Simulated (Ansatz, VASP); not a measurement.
Ba2IrO4: VASP beside Ansatz

The input INCAR:

```
  PREC = Accurate
  ENCUT = 520
  EDIFF = 1E-6
  ISMEAR = -1
  SIGMA = 0.1
  LREAL = False
  LASPH = True
  NELM = 80
  ALGO = Normal
  ISIF = 2
  LWAVE = False
  LCHARG = False
  NBANDS = 36
```

File KPOINTS:

```
Automatic mesh
0
Gamma
  9 9 9
```

File POSCAR:

```
Ba2IrO4
1.0
   -1.9995934845      1.9995934845      6.6619233307
    1.9995934845     -1.9995934845      6.6619233307
    1.9995934845      1.9995934845     -6.6619233307
Ba Ir O
2 1 4
Direct
    0.3549070000      0.3549070000      0.0000000000
    0.6450930000      0.6450930000      0.0000000000
    0.0000000000      0.0000000000      0.0000000000
    0.5000000000      0.0000000000      0.5000000000
    0.1542060000      0.1542060000      0.0000000000
    0.8457940000      0.8457940000      0.0000000000
    0.0000000000      0.5000000000      0.5000000000
```

Input for Ansatz:

```yaml
crystal:
  lattice:
    - [-1.9995934845125447, 1.9995934845125447, 6.6619233306851555]
    - [1.9995934845125447, -1.9995934845125447, 6.6619233306851555]
    - [1.9995934845125447, 1.9995934845125447, -6.6619233306851555]
  atoms:
    - { symbol: Ba, position: [0.354907, 0.354907, 0.0] }
    - { symbol: Ba, position: [0.645093, 0.645093, 0.0] }
    - { symbol: Ir, position: [0.0, 0.0, 0.0] }
    - { symbol: O, position: [0.5, 0.0, 0.5] }
    - { symbol: O, position: [0.154206, 0.154206, 0.0] }
    - { symbol: O, position: [0.845794, 0.845794, 0.0] }
    - { symbol: O, position: [0.0, 0.5, 0.5] }
basis:
  ecutwfc: 510.0
kpoints:
  mp_grid:
    grid: [9, 9, 9]
hamiltonian:
  xc: lda
scf:
  occupations:
    method: fermi_dirac
output:
  stress: true
```

Alike in both runs: task single point; functional LDA; k mesh 9 × 9 × 9; no spin polarisation.

```csv
,VASP,Ansatz
version,VASP 6.6.1,Ansatz 0.2.0
potentials or method,"VASP PAW LDA potentials, release 64 (Ba_sv, Ir, O), cutoff 520 eV","plane waves, PAW"
occupations,"fermi-dirac, width 0.1 eV",fermi-dirac
valence electrons in the cell,53,61
```

|  | VASP | Ansatz | Ansatz less VASP |
| --- | --- | --- | --- |
| pressure (GPa) | -3.2 | -6.0 | -2.84 |
| traceless stress, the component that is largest in VASP (GPa) | -0.42 | -0.40 | +0.024 |

LDA's correlation is that of Perdew and Zunger in VASP and of Perdew and Wang (1992) in Ansatz. VASP's potentials hold 53 valence electrons a cell and Ansatz's 61, so a difference there can come from the potentials and not from the codes.

Neither program's run includes spin-orbit coupling.
